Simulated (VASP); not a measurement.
# NaCl (Fm-3m) in VASP: notebook, part 2 of 3

VASP 6.6.1. Earlier steps stand in the parts before.

### Step 4. Relaxation of cell and atoms, LDA, target pressure 10 GPa, at which the enthalpy is minimised

File INCAR:

```
SYSTEM = NaCl
  ALGO = Normal
  EDIFF = 1E-6
  EDIFFG = -0.002
  ENCUT = 600
  IBRION = 2
  ISIF = 3
  ISMEAR = 0
  LASPH = .TRUE.
  LCHARG = .FALSE.
  LREAL = .FALSE.
  LWAVE = .FALSE.
  NELM = 60
  NSW = 100
  PREC = Accurate
  PSTRESS = 100.0
  SIGMA = 0.01
```

File KPOINTS:

```
k-points
0
G
  8 8 8
  0 0 0
```

File POSCAR:

```
NaCl
1.0
    0.0000000000      2.7321961662      2.7321961662
    2.7321961662      0.0000000000      2.7321961662
    2.7321961662      2.7321961662      0.0000000000
Na Cl
1 1
Direct
    0.0000000000      0.0000000000      0.0000000000
    0.5000000000      0.5000000000      0.5000000000
```

Potentials or basis: VASP PAW LDA potentials, release 64 (Na_pv, Cl).

Command:

```sh
> cat potpaw_LDA.64/Na_pv/POTCAR potpaw_LDA.64/Cl/POTCAR > POTCAR
> mpirun -np 1 vasp_std > vasp.out
```

OUTCAR:

```text
SYSTEM = NaCl
   EDIFF = 1E-6
   EDIFFG = -0.002
   ENCUT = 600
   IBRION = 2
   ISIF = 3
   ISMEAR = 0
   LASPH = .TRUE.
   LREAL = .FALSE.
   NELM = 60
   NSW = 100
   PREC = Accurate
   PSTRESS = 100.0

 ion  position               nearest neighbor table
   1  0.000  0.000  0.000-
   2  0.500  0.500  0.500-

  LATTYP: Found a face centered cubic cell.
 ALAT       =     5.4643923324

  Lattice vectors:

 A1 = (   0.0000000000,   2.7321961662,   2.7321961662)
 A2 = (   2.7321961662,   0.0000000000,   2.7321961662)
 A3 = (   2.7321961662,   2.7321961662,   0.0000000000)

Analysis of symmetry for initial positions (statically):
=====================================================================
 Subroutine PRICEL returns:
 Original cell was already a primitive cell.

 Routine SETGRP: Setting up the symmetry group for a
 face centered cubic supercell.

 Subroutine GETGRP returns: Found 48 space group operations
 (whereof 48 operations were pure point group operations)
 out of a pool of 48 trial point group operations.

The static configuration has the point symmetry O_h .

Analysis of symmetry for dynamics (positions and initial velocities):
=====================================================================
 Subroutine PRICEL returns:
 Original cell was already a primitive cell.

 Routine SETGRP: Setting up the symmetry group for a
 face centered cubic supercell.

 Subroutine GETGRP returns: Found 48 space group operations
 (whereof 48 operations were pure point group operations)
 out of a pool of 48 trial point group operations.

The dynamic configuration has the point symmetry O_h .

 Subroutine INISYM returns: Found 48 space group operations
 (whereof 48 operations are pure point group operations),
 and found     1 'primitive' translations

----------------------------------------------------------------------------------------

                                     Primitive cell

  volume of cell :      40.7911

  direct lattice vectors                    reciprocal lattice vectors
     0.000000000  2.732196166  2.732196166    -0.183002965  0.183002965  0.183002965
     2.732196166  0.000000000  2.732196166     0.183002965 -0.183002965  0.183002965
     2.732196166  2.732196166  0.000000000     0.183002965  0.183002965 -0.183002965

  length of vectors
     3.863908873  3.863908873  3.863908873     0.316970434  0.316970434  0.316970434

  position of ions in fractional coordinates (direct lattice)
[... 8 lines left out ...]
----------------------------------------------------------------------------------------

 KPOINTS: k-points

Automatic generation of k-mesh.
 Grid dimensions read from file:
 generate k-points for:    8    8    8

 Generating k-lattice:

  Cartesian coordinates                     Fractional coordinates (reciprocal lattice)
    -0.022875371  0.022875371  0.022875371     0.125000000  0.000000000  0.000000000
     0.022875371 -0.022875371  0.022875371     0.000000000  0.125000000  0.000000000
     0.022875371  0.022875371 -0.022875371     0.000000000  0.000000000  0.125000000

  Length of vectors
     0.039621304  0.039621304  0.039621304

  Shift w.r.t. Gamma in fractional coordinates (k-lattice)
     0.000000000  0.000000000  0.000000000

 Subroutine IBZKPT returns following result:
 ===========================================

 Found     29 irreducible k-points:

 Following reciprocal coordinates:
            Coordinates               Weight
  0.000000  0.000000  0.000000      1.000000
  0.125000  0.000000  0.000000      8.000000
  0.250000  0.000000  0.000000      8.000000
  0.375000  0.000000  0.000000      8.000000
  0.500000  0.000000  0.000000      4.000000
  0.125000  0.125000  0.000000      6.000000
[... 16 lines left out ...]
  0.500000  0.250000  0.125000     48.000000
 -0.375000  0.250000  0.125000     24.000000
 [... further k-points ...]
   k-points           NKPTS =     29   k-points in BZ     NKDIM =     29   number of bands    NBANDS=     11
   number of dos      NEDOS =    301   number of ions     NIONS =      2
   total plane-waves  NPLWV =  32768
   dimension x,y,z NGX =    32 NGY =   32 NGZ =   32
   dimension x,y,z NGXF=    64 NGYF=   64 NGZF=   64
   ions per type =               1   1
   NGX,Y,Z   is equivalent  to a cutoff of  13.77, 13.77, 13.77 a.u.
   NGXF,Y,Z  is equivalent  to a cutoff of  27.54, 27.54, 27.54 a.u.
 SYSTEM =  NaCl
   PREC   = accura    normal or accurate (medium, high low for compatibility)
   ISTART =      0    job   : 0-new  1-cont  2-samecut
   ICHARG =      2    charge: 1-file 2-atom 10-const
   ISPIN  =      1    spin polarized calculation?
   LNONCOLLINEAR =      F non collinear calculations
   LSORBIT =      F    spin-orbit coupling
   LASPH  =      T    aspherical Exc in radial PAW
   ENCUT  =  600.0 eV  44.10 Ry    6.64 a.u.   7.72  7.72  7.72*2*pi/ulx,y,z
   NELM   =     60;   NELMIN=  2; NELMDL= -5     # of ELM steps
   EDIFF  = 0.1E-05   stopping-criterion for ELM
   LREAL  =      F    real-space projection
   EDIFFG = -.2E-02   stopping-criterion for IOM
   NSW    =    100    number of steps for IOM
   IBRION =      2    ionic relax: 0-MD 1-quasi-New 2-CG
   NFREE  =      1    steps in history (QN), initial steepest desc. (CG)
   ISIF   =      3    stress and relaxation
   ISYM   =      2    0-nonsym 1-usesym 2-fastsym
   POTIM  = 0.5000    time-step for ionic-motion
   TEBEG  =    0.0;   TEEND  =   0.0 temperature during run
   PSTRESS=  100.0 pullay stress
   NELECT =      14.0000    total number of electrons
   NUPDOWN=      -1.0000    fix difference up-down
   EMIN   =  10.00;   EMAX   =-10.00  energy-range for DOS
   EFERMI =   0.00;   METHOD = LEGACY
   ISMEAR =     0;   SIGMA  =   0.01  broadening in eV -4-tet -1-fermi 0-gaus
   EFERMI_NEDOS =   21; number of points for ismear=-14 and -15
   IALGO  =     38    algorithm
   IMIX   =      4    mixing-type and parameters
     AMIX     =   0.40;   BMIX     =  1.00
     AMIX_MAG =   1.60;   BMIX_MAG =  1.00
  volume/ion in A,a.u.               =      20.40       137.64
  Fermi-wavevector in a.u.,A,eV,Ry     =   1.146205  2.166013 17.875142  1.313786
  Thomas-Fermi vector in A             =   2.282890
   LORBIT       =      0    0 simple, 1 ext, 2 COOP (PROOUT), +10 PAW based schemes
   GGA     = CA    functional components
   LHFCALC =     F    Hartree Fock is set to
   AEXX    =    0.0000 exact exchange contribution
   IVDW    =     0    specifies the selected vdW correction
   LEPSILON=     F    determine dielectric tensor
   LRPA    =     F    only Hartree local field effects (RPA)
 conjugate gradient relaxation of ions
 non-spin polarized calculation
 Gauss-broadening in eV      SIGMA  =   0.01
  energy-cutoff  :      600.00
  volume of cell :       40.79
 maximum number of plane-waves:      1380
   NGX = 15   NGY = 15   NGZ = 15

--------------------------------------- Ionic step        1  -------------------------------------------

 number of electron      14.0000003 magnetization

 Free energy of the ion-electron system (eV)
  ---------------------------------------------------
  ext. energy  EPLUGINS =         0.00000000
  ---------------------------------------------------
  free energy    TOTEN  =        -7.38939272 eV

  energy without entropy =       -7.38939272  energy(sigma->0) =       -7.38939272

 E-fermi :  -0.3071     XC(G=0):  -9.1378

 val. band max:       -0.3580013767   @ k =   0.0000   0.0000   0.0000
 cond. band min:       4.7228070666   @ k =   0.0000   0.0000   0.0000
 fundamental gap:      5.0808084433
 Fermi energy:        -0.3070624684

 k-point     1 :       0.0000    0.0000    0.0000
  band No.  band energies     occupation
      1     -20.9861      2.00000
      2     -20.9861      2.00000
      3     -20.9861      2.00000
      4     -13.1814      2.00000
      5      -0.3580      2.00000
      6      -0.3580      2.00000
      7      -0.3580      2.00000
      8       4.7228      0.00000
      9      10.5714      0.00000
     10      10.5714      0.00000
     11      10.5714      0.00000
[... 431 lines left out ...]
  energy  without entropy=       -7.2026555582  energy(sigma->0) =       -7.20265556

  enthalpy is  TOTEN    =        -5.1059351803 eV   P V=        2.0967203779

[... ionic steps 4 to 19 ...]

--------------------------------------- Ionic step       20  -------------------------------------------

 number of electron      14.0000000 magnetization

------------------------ aborting loop because EDIFF is reached ----------------------------------------
[... 71 lines left out ...]
--------------------------------------- Ionic step       22  -------------------------------------------

 number of electron      14.0000000 magnetization

 Free energy of the ion-electron system (eV)
  ---------------------------------------------------
  ext. energy  EPLUGINS =         0.00000000
  ---------------------------------------------------
  free energy    TOTEN  =        -7.20198006 eV

  energy without entropy =       -7.20198006  energy(sigma->0) =       -7.20198006

 E-fermi :   1.2258     XC(G=0): -10.0339

 val. band max:        1.1281336271   @ k =   0.0000   0.0000   0.0000
 cond. band min:       7.1940943040   @ k =   0.0000   0.0000   0.0000
 fundamental gap:      6.0659606769
 Fermi energy:         1.2257722617

 k-point     1 :       0.0000    0.0000    0.0000
  band No.  band energies     occupation
      1     -19.3408      2.00000
      2     -19.3408      2.00000
      3     -19.3408      2.00000
      4     -12.3434      2.00000
      5       1.1281      2.00000
      6       1.1281      2.00000
      7       1.1281      2.00000
      8       7.1941      0.00000
      9      12.1172      0.00000
     10      12.1172      0.00000
     11      12.1172      0.00000
[... 355 lines left out ...]
  energy  without entropy=       -7.2019800558  energy(sigma->0) =       -7.20198006

  enthalpy is  TOTEN    =        -5.1059362379 eV   P V=        2.0960438179

 reached required accuracy - stopping structural energy minimisation
```

OSZICAR:

```text
N       E                     dE             d eps       ncg     rms          rms(c)
DAV:   1     0.980291013735E+02    0.98029E+02   -0.78503E+03   638   0.142E+03
DAV:   2    -0.247251984684E+00   -0.98276E+02   -0.91528E+02   754   0.291E+02
DAV:   3    -0.743034100073E+01   -0.71831E+01   -0.71400E+01   755   0.795E+01
DAV:   4    -0.757292370026E+01   -0.14258E+00   -0.14242E+00   733   0.119E+01
[... 102 lines left out ...]
       N       E                     dE             d eps       ncg     rms          rms(c)
DAV:   1    -0.720198834334E+01    0.66715E-03   -0.18787E-04   713   0.226E-01    0.186E-02
DAV:   2    -0.720198162517E+01    0.67182E-05   -0.10258E-05   680   0.372E-02    0.765E-03
DAV:   3    -0.720198021777E+01    0.14074E-05   -0.29264E-06   593   0.206E-02    0.369E-03
DAV:   4    -0.720198005580E+01    0.16196E-06   -0.87106E-08   319   0.431E-03
  22 F= -.51059362E+01 E0= -.51059362E+01  d E =-.112451E-05
```

CONTCAR:

```text
NaCl
   1.00000000000000
     0.0000000000000000    2.5607095119358232    2.5607095119358232
     2.5607095119358232    0.0000000000000000    2.5607095119358232
     2.5607095119358232    2.5607095119358232    0.0000000000000000
  Na              Cl
     1     1
Direct
     0.0000000000000000    0.0000000000000000    1.0000000000000000
     0.5000000000000000    0.5000000000000000    0.5000000000000000

  0.00000000E+00  0.00000000E+00  0.00000000E+00
  0.00000000E+00  0.00000000E+00  0.00000000E+00
```

Wall time 48 s (1 thread of Intel Xeon Platinum 8259CL at 2.50GHz (Skylake/Cascade Lake), shared host); peak memory 0.16 GiB.

Results:

| Property | Result |
| --- | --- |
| Free energy | -7.2020 eV |
| Relaxed volume | 16.79 Å³/atom |
| Relaxed cell | a = 3.621 Å, b = 3.621 Å, c = 3.621 Å, α = 60.00°, β = 60.00°, γ = 60.00° |
| Space group after relaxing (to 0.05 Å) | Fm-3m (No. 225) |
| Energy change on relaxing (the enthalpy is what falls) | +93.7 meV/atom |
| Ionic steps | 22 |
| Pressure after relaxing | 10.0 GPa |
| Band gap on the k mesh | 6.07 eV, direct |

Step by step:
```
step  energy change (eV)  largest force (eV/Å)  pressure (GPa)  volume (Å³)
   1              0.0000                0.0000            0.06        40.79
   2              0.1763                0.0000            9.60        33.76
   3              0.1867                0.0000           10.03        33.59
   4              0.1859                0.0000            9.93        33.61
   5              0.1865                0.0000            9.97        33.60
   6              0.1866                0.0000            9.94        33.60
   7              0.1867                0.0000            9.96        33.59
   8              0.1867                0.0000            9.97        33.59
   9              0.1867                0.0000            9.97        33.59
  10              0.1867                0.0000            9.97        33.59
  11              0.1867                0.0000            9.97        33.59
  12              0.1867                0.0000            9.97        33.59
  13              0.1867                0.0000            9.97        33.59
  14              0.1867                0.0000            9.97        33.59
  15              0.1867                0.0000            9.97        33.59
  16              0.1867                0.0000            9.97        33.59
  17              0.1867                0.0000            9.97        33.59
  18              0.1867                0.0000            9.97        33.59
  19              0.1867                0.0000            9.97        33.59
  20              0.1867                0.0000            9.97        33.59
  21              0.1867                0.0000            9.97        33.59
  22              0.1874                0.0000           10.00        33.58
```

Final structure:
```
CELL_PARAMETERS angstrom
0.00000 2.56071 2.56071
2.56071 0.00000 2.56071
2.56071 2.56071 0.00000
ATOMIC_POSITIONS crystal
Na 0.00000 0.00000 0.00000
Cl 0.50000 0.50000 0.50000
```

Caveat: the cell is relaxed towards a set pressure, so the enthalpy falls and the energy may rise; the volume moved by over 15 % at a fixed basis, so the end points are rough. LDA usually gives volumes a few per cent too small.

### Step 5. Relaxation of cell and atoms, LDA, target pressure 15 GPa, at which the enthalpy is minimised

File INCAR:

```
  PREC = Accurate
  ENCUT = 600
  EDIFF = 1E-7
  ISMEAR = 0
  SIGMA = 0.01
  LREAL = F
  LASPH = T
  NELM = 60
  ALGO = Normal
  ISIF = 3
  LWAVE = F
  LCHARG = F
  GGA = CA
  IBRION = 2
  NSW = 100
  EDIFFG = -0.002
  PSTRESS = 150.0
```

File KPOINTS:

```
Automatic mesh
0
Gamma
  8 8 8
```

POSCAR is that of step 4.

Command:

```sh
> cat potpaw_LDA.64/Na_pv/POTCAR potpaw_LDA.64/Cl/POTCAR > POTCAR
> mpirun -np 1 vasp_std > vasp.out
```

Wall time 62 s (1 thread of Intel Xeon Platinum 8259CL at 2.50GHz (Skylake/Cascade Lake), shared host); peak memory 0.16 GiB.

It converged, with:

```yaml
Free_energy: -7.0524 eV
Relaxed_volume: 15.82 Å³/atom
Relaxed_cell: a = 3.550 Å, b = 3.550 Å, c = 3.550 Å, α = 60.00°, β = 60.00°, γ = 60.00°
Space_group_after_relaxing_to_0.05_Å: Fm-3m (No. 225)
Energy_change_on_relaxing_the_enthalpy_is_what_falls: +168.5 meV/atom
Ionic_steps: 17
Pressure_after_relaxing: 15.0 GPa
Band_gap_on_the_k_mesh: 6.43 eV, direct
```

The path:
```tsv
step	energy change (eV)	largest force (eV/Å)	pressure (GPa)	volume (Å³)
1	0.0000	0.0000	0.03	40.79
2	0.4524	0.0000	18.60	30.54
3	0.3391	0.0000	15.07	31.62
4	0.3235	0.0000	14.56	31.79
5	0.3239	0.0000	14.59	31.79
6	0.3251	0.0000	14.63	31.77
7	0.3252	0.0000	14.63	31.77
8	0.3252	0.0000	14.62	31.77
9	0.3253	0.0000	14.62	31.77
10	0.3255	0.0000	14.65	31.77
11	0.3260	0.0000	14.66	31.77
12	0.3269	0.0000	14.68	31.76
13	0.3286	0.0000	14.75	31.74
14	0.3322	0.0000	14.87	31.70
15	0.3393	0.0000	15.09	31.62
16	0.3364	0.0000	14.98	31.65
17	0.3370	0.0000	15.01	31.65
```

Final structure:
```yaml
crystal:
  lattice:
    - [0.00000, 2.51053, 2.51053]
    - [2.51053, 0.00000, 2.51053]
    - [2.51053, 2.51053, 0.00000]
  atoms:
    - { symbol: Na, position: [0.00000, 0.00000, 0.00000] }
    - { symbol: Cl, position: [0.50000, 0.50000, 0.50000] }
```

Levels at points of the mesh, in eV from the valence-band top:
| k point | band 5 | band 6 | band 7 | band 8 | band 9 | band 10 |
| --- | --- | --- | --- | --- | --- | --- |
| (0.00, 0.00, 0.00) | 0.00 | 0.00 | 0.00 | 6.43 | 10.97 | 10.97 |
| (0.50, 0.00, 0.00) | -3.38 | -0.57 | -0.57 | 7.42 | 11.41 | 11.41 |
| (0.50, 0.50, 0.00) | -2.90 | -1.06 | -1.06 | 7.11 | 8.13 | 13.74 |

Caveat: the cell is relaxed towards a set pressure, so the enthalpy falls and the energy may rise; the volume moved by over 15 % at a fixed basis, so the end points are rough. A hybrid or GW would open this gap; LDA tends to underestimate it.

(Continued in part 3 of 3.)
